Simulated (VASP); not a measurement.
LiTa3:

```xyz
4
Lattice="3.9310 0.0000 0.0000 0.0000 3.9310 0.0000 0.0000 0.0000 3.9310" Properties=species:S:1:pos:R:3 pbc="T T T"
Li    0.0000    0.0000    0.0000
Ta    0.0000    1.9655    1.9655
Ta    1.9655    0.0000    1.9655
Ta    1.9655    1.9655    0.0000
```

* Program: VASP 6.6.1
* Task: relaxation of cell and atoms
* Functional: PBE
* Potentials or basis: VASP PAW PBE potentials, release 64 (Li_sv, Ta_pv)
* Cutoff: 600 eV
* k mesh: 4 × 4 × 4
* Occupations: gaussian, width 0.1 eV
* Spin: no spin polarisation

At the start: pressure 22.2 GPa; volume 15.19 Å³/atom.

**Question.** Where does the relaxation end?

**Answer.** Over 4 steps the energy falls by 126.5 meV/atom and the volume is 17.20 Å³/atom (+13.3 %); space group Pm-3m (No. 221, to 0.1 Å) before and after.

The path:
```csv
step,energy change (eV),largest force (eV/Å),pressure (GPa),volume (Å³)
1,0.0000,0.0000,22.16,60.75
2,0.2607,0.0000,-17.35,81.14
3,-0.5055,0.0000,-0.64,69.07
4,-0.5062,0.0000,-0.07,68.80
```

Final structure:
```
CELL_PARAMETERS angstrom
4.09751 0.00000 0.00000
0.00000 4.09751 0.00000
0.00000 0.00000 4.09751
ATOMIC_POSITIONS crystal
Li 0.00000 0.00000 0.00000
Ta 0.00000 0.50000 0.50000
Ta 0.50000 0.00000 0.50000
Ta 0.50000 0.50000 0.00000
```

Caveat: the k points lie up to 0.38 Å⁻¹ apart in the final cell, too coarse for converged energies and pressures of a metal; the cutoff is under 1.25 times the usual one of these potentials, so pressure, stress and relaxed cells hold a basis-set (Pulay) error.
